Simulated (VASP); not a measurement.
A run of VASP 6.6.1:

POSCAR

```
SrCl2
1.0
    0.0000000000      3.3927865422      3.5578080138
    3.3927865422      0.0000000000      3.5578080138
    3.3927865422      3.3927865422      0.0000000000
Sr Cl
1 2
Direct
    0.0000000000      0.0000000000      0.0000000000
    0.2500000000      0.2500000000      0.2500000000
    0.7500000000      0.7500000000      0.7500000000
```

The input INCAR.step1:

```
  PREC = Accurate
  ENCUT = 520
  ISMEAR = 0
  SIGMA = 0.01
  LREAL = False
  LASPH = True
  NELM = 100
  NBANDS = 19
  GGA = PE
  ALGO = Normal
  EDIFF = 1E-4
  LWAVE = True
  LCHARG = False
```

The input INCAR.step2:

```
  PREC = Accurate
  ENCUT = 520
  EDIFF = 1E-6
  ISMEAR = 0
  SIGMA = 0.01
  LREAL = False
  LASPH = True
  NELM = 100
  ALGO = Normal
  ISIF = 2
  LWAVE = False
  LCHARG = True
  METAGGA = R2SCAN
  LMIXTAU = True
  LELF = True
  LVHAR = True
  NBANDS = 19
  ISTART = 1
```

KPOINTS

```
Automatic mesh
0
Gamma
  6 6 6
```

Potentials or basis: VASP PAW PBE potentials, release 64 (Sr_sv, Cl).

Launch:

```bash
$ cat potpaw_PBE.64/Sr_sv/POTCAR potpaw_PBE.64/Cl/POTCAR > POTCAR
$ cp INCAR.step1 INCAR
$ mpirun -np 1 vasp_std > vasp.out
$ cp INCAR.step2 INCAR
$ mpirun -np 1 vasp_std > vasp.out
```

Hardware: 1 thread of AMD EPYC 9R45 96-Core Processor (Zen 5), on a shared host.

**Question.** Estimate the wall time of this run.

**Answer.** It took 2.5 min on 1 thread of AMD EPYC 9R45 96-Core Processor (Zen 5), on a shared host, peak memory 0.23 GiB. Counts: k points 30.
